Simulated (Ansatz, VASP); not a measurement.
## Ca in VASP and in Ansatz

INCAR

```
SYSTEM = Ca
  ALGO = Normal
  EDIFF = 1E-6
  ENCUT = 520
  GGA = PE
  ISIF = 2
  ISMEAR = -1
  LASPH = .True.
  LCHARG = .False.
  LREAL = .False.
  LWAVE = .False.
  NBANDS = 17
  NELM = 80
  PREC = Accurate
  SIGMA = 0.05
```

File KPOINTS:

```
k-points
0
Gamma
  9 9 9
  0 0 0
```

The input POSCAR:

```
Ca
1.0
    4.3855240518      0.0000000000      0.0000000000
    0.0000000000      4.3855240518      0.0000000000
    0.0000000000      0.0000000000      4.3855240518
Ca
2
Direct
    0.0000000000      0.0000000000      0.0000000000
    0.5000000000      0.5000000000      0.5000000000
```

Input for Ansatz:

```yaml
crystal:
  lattice:
    - [4.3855240518, 0.0, 0.0]
    - [0.0, 4.3855240518, 0.0]
    - [0.0, 0.0, 4.3855240518]
  atoms:
    - { symbol: Ca, position: [0.0, 0.0, 0.0] }
    - { symbol: Ca, position: [0.5, 0.5, 0.5] }
kpoints:
  mp_grid: { grid: [9, 9, 9] }
scf:
  occupations: { method: fermi_dirac, width: 0.05 }
hamiltonian:
  xc: pbe
  pseudopotentials: { kind: all_electron, lapw: { basis_error: 0.001 } }
output:
  forces: true
  stress: true
  eigenvalues: true
```

Alike in both runs: task single point; functional PBE; k mesh 9 × 9 × 9; occupations fermi-dirac, width 0.05 eV; no spin polarisation.

|  | VASP | Ansatz |
| --- | --- | --- |
| version | VASP 6.6.1 | Ansatz 0.2.0 |
| potentials or method | VASP PAW PBE potentials, release 64 (Ca_sv), cutoff 520 eV | all-electron LAPW, scalar-relativistic |

|  | VASP | Ansatz | Ansatz less VASP |
| --- | --- | --- | --- |
| pressure (GPa) | 0.0 | 0.0 | -0.01 |

Ansatz ran all-electron here, and VASP with PAW potentials.
